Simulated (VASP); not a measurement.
Runs of VASP 6.6.1 on MgO. The structure is that of space group P-6m2 (No. 187), or close to it. The cells are those of the table. 

```tsv
cell	gap on the mesh (eV)	pressure (GPa)	largest force (eV/Å)
a = 2.938, b = 2.872, c = 2.680 Å, angles 90.0, 90.0, 120.8°, 2 atoms	3.13	-5.3	0.01
a = 2.938, b = 2.839, c = 2.680 Å, angles 90.0, 90.0, 121.2°, 2 atoms	(a)	-3.2	0.03
a = 2.938, b = 3.071, c = 2.680 Å, angles 90.0, 90.0, 118.6°, 2 atoms	(c)	-14.4	0.11
a = 2.938, b = 2.905, c = 2.680 Å, angles 90.0, 90.0, 120.4°, 2 atoms	3.09	(b)	-
a = 2.938, b = 3.054, c = 2.680 Å, angles 90.0, 90.0, 118.7°, 2 atoms	2.42	-13.9	0.09
a = 2.938, b = 2.971, c = 2.680 Å, angles 90.0, 90.0, 119.6°, 2 atoms	2.81	-10.6	0.01
a = 2.938, b = 3.038, c = 2.680 Å, angles 90.0, 90.0, 118.9°, 2 atoms	2.50	-13.3	0.07
a = 2.938, b = 2.807, c = 2.680 Å, angles 90.0, 90.0, 121.6°, 2 atoms	3.19	(d)	0.07
```

Alike in all rows: task single point; level LDA; potentials or basis VASP PAW LDA potentials, release 64 (Mg_sv, O); no spin polarisation; k mesh 9 × 9 × 8; cutoff (eV) 840; smearing gaussian 0.05 eV.

Problem. Estimate the missing entries.

Solution. (a) 3.16; (b) -7.3; (c) 2.34; (d) -0.8.

Caveats: the stress differs along the axes, from -11 to 1 GPa (at least some runs); the stress differs along the axes, from -11 to 6 GPa (at least some runs); the stress differs along the axes, from -24 to -7 GPa (at least some runs); the stress differs along the axes, from -10 to -4 GPa (at least some runs); the stress differs along the axes, from -23 to -7 GPa (at least some runs); the cell stands under tension (at least some runs); the stress differs along the axes, from -21 to -8 GPa (at least some runs).

A k mesh can miss the band edges.
